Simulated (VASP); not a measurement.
Set up this calculation in VASP 6.6.1, as the native input.

| Property | Result |
| --- | --- |
| Task | single point |
| Functional | LDA |
| Potentials or basis | VASP PAW LDA potentials, release 64 (Ag) |
| Cutoff | 500 eV |
| k mesh | 9 × 9 × 9 |
| Occupations | gaussian, width 0.05 eV |
| Spin | no spin polarisation |
| Dipole correction | no |
| Further INCAR settings | ALGO = Normal; EDIFF = 1e-06; NBANDS = 12 |

The structure of Ag lies in POSCAR:

```
Ag
1.0
    0.0000000000      1.9997870326      1.9997870326
    1.9997870326      0.0000000000      1.9997870326
    1.9997870326      1.9997870326      0.0000000000
Ag
1
Direct
    0.0000000000      0.0000000000      0.0000000000
```

One way to write it, as run:

INCAR

```
PREC = Accurate
ENCUT = 500
EDIFF = 1E-6
ISMEAR = 0
SIGMA = 0.05
LREAL = F
LASPH = T
NELM = 120
ALGO = Normal
ISIF = 2
LWAVE = F
LCHARG = F
NBANDS = 12
GGA_COMPAT = F
```

KPOINTS

```
Automatic mesh
0
Gamma
  9 9 9
```

Potentials or basis: VASP PAW LDA potentials, release 64 (Ag).

Run with:

```console
$ cat potpaw_LDA.64/Ag/POTCAR > POTCAR
$ mpirun -np 1 vasp_std > vasp.out
```

It gave:

```json
{
 "Pressure": "0.2 GPa",
 "Band gap on the k mesh": "zero (an odd number of electrons rules out a gap without spin polarisation)"
}
```

Wall time 4.9 s on 1 thread of Intel(R) Xeon(R) 6975P-C (Granite Rapids), on a shared host, peak memory 0.13 GiB.
